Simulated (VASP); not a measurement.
A run of VASP 6.6.1 is set up as follows.

The input INCAR:

```
SYSTEM = Cu
PREC = Accurate
ENCUT = 520
EDIFF = 1E-6
ISMEAR = 0
SIGMA = 0.1
LREAL = .FALSE.
LASPH = .TRUE.
NELM = 60
ALGO = Normal
ISIF = 2
LWAVE = .FALSE.
LCHARG = .FALSE.
LDIPOL = .TRUE.
IDIPOL = 3
DIPOL = 0.5 0.5 0.500
GGA = PE
NBANDS = 78
```

The input KPOINTS:

```
regular mesh
0
G
  9 9 1
  0 0 0
```

POSCAR

```
Cu
1.0
    4.4455155601      0.0000000000      0.0000000000
   -2.2227577801      3.8499294080      0.0000000000
    0.0000000000      0.0000000000     23.2869083969
Cu
12
Direct
    0.0000000000      0.3333333333      0.3650119567
    0.3333333333      0.0000000000      0.3650119567
    0.6666666667      0.6666666667      0.3650119567
    0.3333333333      0.3333333333      0.4550039856
    0.6666666667      0.0000000000      0.4550039856
    0.0000000000      0.6666666667      0.4550039856
    0.6666666667      0.3333333333      0.5444446848
    0.0000000000      0.0000000000      0.5444446848
    0.3333333333      0.6666666667      0.5444446848
    0.0000000000      0.3333333333      0.6338063932
    0.3333333333      0.0000000000      0.6338063932
    0.6666666667      0.6666666667      0.6338063932
```

Potentials or basis: VASP PAW PBE potentials, release 64 (Cu).

Launch:

```bash
$ cat potpaw_PBE.64/Cu/POTCAR > POTCAR
$ mpirun -np 1 vasp_std > vasp.out
```

What does it give for the largest force?

0.053 eV/Å.

Estimate the band gap on the k mesh.

zero (bands 66 and 67 overlap by 4.21 eV).

Forces in eV/Å, atoms in the order of the input:
```
Cu   0.000  0.000  0.034
Cu   0.000  0.000  0.034
Cu   0.000  0.000  0.034
Cu   0.000  0.000 -0.053
Cu   0.000  0.000 -0.053
Cu   0.000  0.000 -0.053
Cu   0.000  0.000  0.000
Cu   0.000  0.000  0.000
Cu   0.000  0.000  0.000
Cu   0.000  0.000  0.020
Cu   0.000  0.000  0.020
Cu   0.000  0.000  0.020
```
